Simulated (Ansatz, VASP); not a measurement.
# Two plane-wave programs on Pt

```
Pt
1.0
     0.00000    1.88677    2.13488
     1.88677    0.00000    2.13488
     1.88677    1.88677    0.00000
Pt
1
Direct
  0.00000 0.00000 0.00000
```

Alike in both runs: task single point; functional LDA; k mesh 22 × 22 × 22; occupations gaussian, width 0.15 eV; no spin polarisation.

|  | VASP | Ansatz |
| --- | --- | --- |
| version | VASP 6.6.1 | Ansatz 0.2.0 |
| potentials or method | VASP PAW LDA potentials, release 64 (Pt), cutoff 520 eV | scalar-relativistic, plane waves, PAW |
| valence electrons in the cell | 10 | 18 |

|  | VASP | Ansatz | Ansatz less VASP |
| --- | --- | --- | --- |
| gap on the k mesh at the Fermi level (eV) | none | none | - |
| pressure (GPa) | -5.4 | -6.1 | -0.68 |
| traceless stress, the component that is largest in VASP (GPa) | -10.78 | -10.76 | +0.020 |

LDA's correlation is that of Perdew and Zunger in VASP and of Perdew and Wang (1992) in Ansatz. A gap of «none» marks a metal or a gap that the smearing closes. VASP's potentials hold 10 valence electrons a cell and Ansatz's 18, so a difference there can come from the potentials and not from the codes.

Neither program's run includes spin-orbit coupling.
